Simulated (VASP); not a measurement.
# Hf4N2O (R-3m) in VASP: single point with PBE

Aim: the single point of Hf4N2O with PBE.

Program: VASP 6.6.1. These are calculated values, not measurements. Logs are shortened: lines on timing, memory, paths and dates and some standing lists are left out, and cuts for length are marked.

### Step 1. The cell of the first run

The structure is trigonal, space group R-3m (No. 166). The conventional cell has a = 3.249 Å, b = 3.249 Å, c = 31.177 Å, α = 90.00°, β = 90.00°, γ = 120.00°. Within 3.3 Å of Hf (site symmetry 3m) lie 3 N at 2.28 Å and 12 Hf at 3.10 to 3.25 Å. Hf (site symmetry 3m) has 3 N at 2.21 Å and 3 O at 2.36 Å within 2.9 Å. N (site symmetry 3m) has 6 Hf at 2.21 to 2.28 Å within 2.9 Å. O (site symmetry -3m) has 6 Hf at 2.36 Å and 6 N at 3.21 Å and 6 O at 3.25 Å within 3.3 Å.

### Step 2. Single point, PBE

INCAR reads:

```
SYSTEM = Hf4N2O
PREC = Accurate
ENCUT = 520
EDIFF = 1E-6
ISMEAR = 0
SIGMA = 0.2
LREAL = .FALSE.
LASPH = .TRUE.
NELM = 60
ALGO = Normal
ISIF = 2
LWAVE = .FALSE.
LCHARG = .FALSE.
GGA = PE
NBANDS = 37
```

KPOINTS reads:

```
Automatic mesh
0
G
  6 6 6
  0 0 0
```

POSCAR reads:

```
Hf4N2O
1.0
    1.6246305866      0.9379809065     10.3922519330
   -1.6246305866      0.9379809065     10.3922519330
    0.0000000000     -1.8759618130     10.3922519330
Hf N O
4 2 1
Direct
    0.8749666886      0.8749666886      0.8749666886
    0.1250333114      0.1250333114      0.1250333114
    0.7125686872      0.7125686872      0.7125686872
    0.2874313128      0.2874313128      0.2874313128
    0.5831413944      0.5831413944      0.5831413944
    0.4168586056      0.4168586056      0.4168586056
    0.0000000000      0.0000000000      0.0000000000
```

Potentials or basis: VASP PAW PBE potentials, release 64 (Hf_pv, N, O).

Run with:

```
$ cat potpaw_PBE.64/Hf_pv/POTCAR potpaw_PBE.64/N/POTCAR potpaw_PBE.64/O/POTCAR > POTCAR
$ mpirun -np 1 vasp_std > vasp.out
```

OUTCAR:

```text
SYSTEM = Hf4N2O
   PREC = Accurate
   ENCUT = 520
   EDIFF = 1E-6
   ISMEAR = 0
   LREAL = .FALSE.
   LASPH = .TRUE.
   NELM = 60
   ISIF = 2
   GGA = PE

 ion  position               nearest neighbor table
   1  0.875  0.875  0.875-   5 2.28   5 2.28   5 2.28   4 3.10   4 3.10   4 3.10   2 3.20   2 3.20
                             2 3.20
   2  0.125  0.125  0.125-   6 2.28   6 2.28   6 2.28   3 3.10   3 3.10   3 3.10   1 3.20   1 3.20
                             1 3.20
   3  0.713  0.713  0.713-   6 2.21   6 2.21   6 2.21   7 2.36   7 2.36   7 2.36   2 3.10   2 3.10
                             2 3.10   4 3.42   4 3.42   4 3.42
   4  0.287  0.287  0.287-   5 2.21   5 2.21   5 2.21   7 2.36   7 2.36   7 2.36   1 3.10   1 3.10
                             1 3.10   3 3.42   3 3.42   3 3.42
   5  0.583  0.583  0.583-   4 2.21   4 2.21   4 2.21   1 2.28   1 2.28   1 2.28
   6  0.417  0.417  0.417-   3 2.21   3 2.21   3 2.21   2 2.28   2 2.28   2 2.28
   7  0.000  0.000  0.000-   3 2.36   4 2.36   3 2.36   3 2.36   4 2.36   4 2.36

  LATTYP: Found a trigonal (rhomboedric) cell.
 ALAT       =    10.5602146267
 COS(alpha) =     0.9526637602

  Lattice vectors:

 A1 = (   1.6246305866,   0.9379809065,  10.3922519330)
 A2 = (  -1.6246305866,   0.9379809065,  10.3922519330)
 A3 = (   0.0000000000,  -1.8759618130,  10.3922519330)

Analysis of symmetry for initial positions (statically):
=====================================================================
 Subroutine PRICEL returns:
 Original cell was already a primitive cell.

 Routine SETGRP: Setting up the symmetry group for a
 trigonal (rhombohedral) supercell.

 Subroutine GETGRP returns: Found 12 space group operations
 (whereof 12 operations were pure point group operations)
 out of a pool of 12 trial point group operations.

The static configuration has the point symmetry D_3d.

Analysis of symmetry for dynamics (positions and initial velocities):
=====================================================================
 Subroutine PRICEL returns:
 Original cell was already a primitive cell.

 Routine SETGRP: Setting up the symmetry group for a
 trigonal (rhombohedral) supercell.

 Subroutine GETGRP returns: Found 12 space group operations
 (whereof 12 operations were pure point group operations)
 out of a pool of 12 trial point group operations.

The dynamic configuration has the point symmetry D_3d.

 Subroutine INISYM returns: Found 12 space group operations
 (whereof 12 operations are pure point group operations),
 and found     1 'primitive' translations

----------------------------------------------------------------------------------------

                                     Primitive cell

  volume of cell :      95.0188

  direct lattice vectors                    reciprocal lattice vectors
     1.624630587  0.937980906 10.392251933     0.307762272  0.177686630  0.032075178
    -1.624630587  0.937980906 10.392251933    -0.307762272  0.177686630  0.032075178
     0.000000000 -1.875961813 10.392251933     0.000000000 -0.355373261  0.032075178

  length of vectors
    10.560214627 10.560214627 10.560214627     0.356817841  0.356817841  0.356817841

  position of ions in fractional coordinates (direct lattice)
     0.874966689  0.874966689  0.874966689
     0.125033311  0.125033311  0.125033311
     0.712568687  0.712568687  0.712568687
     0.287431313  0.287431313  0.287431313
     0.583141394  0.583141394  0.583141394
     0.416858606  0.416858606  0.416858606
     0.000000000  0.000000000  0.000000000

  ion indices of the primitive-cell ions
   primitive index   ion index
                 1           1
                 2           2
                 3           3
                 4           4
                 5           5
                 6           6
                 7           7

----------------------------------------------------------------------------------------

 KPOINTS: Automatic mesh

Automatic generation of k-mesh.
 Grid dimensions read from file:
 generate k-points for:    6    6    6

 Generating k-lattice:

  Cartesian coordinates                     Fractional coordinates (reciprocal lattice)
     0.051293712  0.029614438  0.005345863     0.166666667 -0.000000000  0.000000000
    -0.051293712  0.029614438  0.005345863    -0.000000000  0.166666667  0.000000000
     0.000000000 -0.059228877  0.005345863     0.000000000  0.000000000  0.166666667

  Length of vectors
     0.059469640  0.059469640  0.059469640

  Shift w.r.t. Gamma in fractional coordinates (k-lattice)
     0.000000000  0.000000000  0.000000000

 Subroutine IBZKPT returns following result:
 ===========================================

 Found     32 irreducible k-points:

 Following reciprocal coordinates:
            Coordinates               Weight
  0.000000  0.000000  0.000000      1.000000
  0.166667  0.000000 -0.000000      6.000000
  0.333333  0.000000  0.000000      6.000000
  0.500000  0.000000  0.000000      3.000000
  0.166667  0.166667 -0.000000      6.000000
  0.333333  0.166667  0.000000     12.000000
[... 16 lines left out ...]
  0.500000  0.500000  0.166667      6.000000
 -0.333333  0.500000  0.166667     12.000000
 [... further k-points ...]
   k-points           NKPTS =     32   k-points in BZ     NKDIM =     32   number of bands    NBANDS=     37
   number of dos      NEDOS =    301   number of ions     NIONS =      7
   total plane-waves  NPLWV = 512000
   dimension x,y,z NGX =    80 NGY =   80 NGZ =   80
   dimension x,y,z NGXF=   160 NGYF=  160 NGZF=  160
   ions per type =               4   2   1
   NGX,Y,Z   is equivalent  to a cutoff of  12.59, 12.59, 12.59 a.u.
   NGXF,Y,Z  is equivalent  to a cutoff of  25.19, 25.19, 25.19 a.u.
 SYSTEM =  Hf4N2O
   PREC   = accura    normal or accurate (medium, high low for compatibility)
   ISTART =      0    job   : 0-new  1-cont  2-samecut
   ICHARG =      2    charge: 1-file 2-atom 10-const
   ISPIN  =      1    spin polarized calculation?
   LNONCOLLINEAR =      F non collinear calculations
   LSORBIT =      F    spin-orbit coupling
   LASPH  =      T    aspherical Exc in radial PAW
   ENCUT  =  520.0 eV  38.22 Ry    6.18 a.u.  19.64 19.64 19.64*2*pi/ulx,y,z
   NELM   =     60;   NELMIN=  2; NELMDL= -5     # of ELM steps
   EDIFF  = 0.1E-05   stopping-criterion for ELM
   LREAL  =      F    real-space projection
   EDIFFG = 0.1E-04   stopping-criterion for IOM
   NSW    =      0    number of steps for IOM
   IBRION =     -1    ionic relax: 0-MD 1-quasi-New 2-CG
   NFREE  =      0    steps in history (QN), initial steepest desc. (CG)
   ISIF   =      2    stress and relaxation
   ISYM   =      2    0-nonsym 1-usesym 2-fastsym
   POTIM  = 0.5000    time-step for ionic-motion
   TEBEG  =    0.0;   TEEND  =   0.0 temperature during run
   PSTRESS=    0.0 pullay stress
   NELECT =      56.0000    total number of electrons
   NUPDOWN=      -1.0000    fix difference up-down
   EMIN   =  10.00;   EMAX   =-10.00  energy-range for DOS
   EFERMI =   0.00;   METHOD = LEGACY
   ISMEAR =     0;   SIGMA  =   0.20  broadening in eV -4-tet -1-fermi 0-gaus
   EFERMI_NEDOS =   21; number of points for ismear=-14 and -15
   IALGO  =     38    algorithm
   IMIX   =      4    mixing-type and parameters
     AMIX     =   0.40;   BMIX     =  1.00
     AMIX_MAG =   1.60;   BMIX_MAG =  1.00
  volume/ion in A,a.u.               =      13.57        91.60
  Fermi-wavevector in a.u.,A,eV,Ry     =   1.372569  2.593780 25.632653  1.883947
  Thomas-Fermi vector in A             =   2.498165
   LORBIT       =      0    0 simple, 1 ext, 2 COOP (PROOUT), +10 PAW based schemes
   GGA     = PE    functional components
   LHFCALC =     F    Hartree Fock is set to
   AEXX    =    0.0000 exact exchange contribution
   IVDW    =     0    specifies the selected vdW correction
   LEPSILON=     F    determine dielectric tensor
   LRPA    =     F    only Hartree local field effects (RPA)
 non-spin polarized calculation
 Gauss-broadening in eV      SIGMA  =   0.20
  energy-cutoff  :      520.00
  volume of cell :       95.02
 maximum number of plane-waves:      2590
 NGX is ok and might be reduce to    80
   NGX = 39   NGY = 39   NGZ = 39

 number of electron      56.0000002 magnetization

 Free energy of the ion-electron system (eV)
  ---------------------------------------------------
  ext. energy  EPLUGINS =         0.00000000
  ---------------------------------------------------
  free energy    TOTEN  =       -73.13798653 eV

  energy without entropy =      -73.10794700  energy(sigma->0) =      -73.12296676

 E-fermi :   7.2500     XC(G=0): -12.1679

 val. band max:        7.1183340054   @ k =   0.0000   0.0000   0.0000
 cond. band min:       7.2620702830   @ k =   0.1667   0.1667  -0.0000
 fundamental gap:      0.1437362776
 Fermi energy:         7.2499826990

 k-point     1 :       0.0000    0.0000    0.0000
  band No.  band energies     occupation
      1     -25.0909      2.00000
      2     -24.7990      2.00000
      3     -24.5267      2.00000
      4     -24.5267      2.00000
      5     -24.5084      2.00000
      6     -24.5084      2.00000
[... 29 lines left out ...]
     36       9.3474      0.00000
     37       9.8611      0.00000

 k-point     2 :       0.1667    0.0000   -0.0000
  band No.  band energies     occupation
      1     -25.0293      2.00000
      2     -24.8089      2.00000
      3     -24.6882      2.00000
      4     -24.6515      2.00000
      5     -24.5670      2.00000
      6     -24.5369      2.00000
[... 29 lines left out ...]
     36       9.9172      0.00000
     37      10.1217      0.00000
[... 838 lines left out ...]
     36      10.3305      0.00000
     37      11.2099      0.00000

 k-point    24 :      -0.3333    0.5000    0.1667
  band No.  band energies     occupation
      1     -25.1185      2.00000
      2     -25.0525      2.00000
      3     -24.8082      2.00000
      4     -24.7756      2.00000
      5     -24.7225      2.00000
      6     -24.6942      2.00000
[... 29 lines left out ...]
     36      11.1103      0.00000
     37      11.5419      0.00000

 [... further k-points ...]

------------------------ aborting loop because EDIFF is reached ----------------------------------------

  FORCE on cell =-STRESS in cart. coord.  units (eV):
  Direction    XX          YY          ZZ          XY          YZ          ZX
  --------------------------------------------------------------------------------------
  -------------------------------------------------------------------------------------
  Total       -1.2763811     -1.2763811     -1.2682124      0.0000000      0.0000000      0.0000000
  in kB      -21.5219391    -21.5219391    -21.3842008      0.0000000      0.0000000      0.0000000
  external PRESSURE =     -21.4760263 kB  Pullay stress =       0.0000000 kB

 VOLUME and BASIS-vectors are now :
 -----------------------------------------------------------------------------
  energy-cutoff  :      520.00
  volume of cell :       95.02
      direct lattice vectors                 reciprocal lattice vectors
     1.624630587  0.937980906 10.392251933     0.307762272  0.177686630  0.032075178
    -1.624630587  0.937980906 10.392251933    -0.307762272  0.177686630  0.032075178
     0.000000000 -1.875961813 10.392251933     0.000000000 -0.355373261  0.032075178

 POSITION                                       TOTAL-FORCE (eV/Angst)
 -----------------------------------------------------------------------------------
      0.00000      0.00000     27.27862         0.000000      0.000000      0.105751
      0.00000      0.00000      3.89813         0.000000     -0.000000     -0.105751
      0.00000      0.00000     22.21558         0.000000     -0.000000      0.005113
      0.00000      0.00000      8.96118         0.000000     -0.000000     -0.005113
      0.00000      0.00000     18.18046         0.000000     -0.000000      0.019709
      0.00000      0.00000     12.99630         0.000000      0.000000     -0.019709
      0.00000      0.00000      0.00000         0.000000     -0.000000      0.000000
 -----------------------------------------------------------------------------------
    total drift:                               -0.000000     -0.000000     -0.000000

  FREE ENERGIE OF THE ION-ELECTRON SYSTEM (eV)
  ---------------------------------------------------
  free  energy   TOTEN  =       -73.1379865268 eV

  energy  without entropy=      -73.1079469973  energy(sigma->0) =      -73.12296676
```

Wall time 12 min (1 thread of Intel Xeon 6975P-C (Granite Rapids), shared host); peak memory 0.92 GiB.

Results:

```
Free energy            : -73.1380 eV
Pressure               : -2.1 GPa
Largest force          : 0.106 eV/Å
Band gap on the k mesh : zero (bands 28 and 29 overlap by 0.48 eV)
```

Forces on the atoms (eV/Å):
```
Hf   0.000  0.000  0.106
Hf   0.000  0.000 -0.106
Hf   0.000  0.000  0.005
Hf   0.000  0.000 -0.005
N    0.000  0.000  0.020
N    0.000  0.000 -0.020
O    0.000  0.000  0.000
```

Caveat: the k points lie up to 0.37 Å⁻¹ apart; spin-orbit coupling is left out, which moves the levels of the heavy elements.

The gap in the log of VASP goes by the Fermi energy; the results here count the filled bands.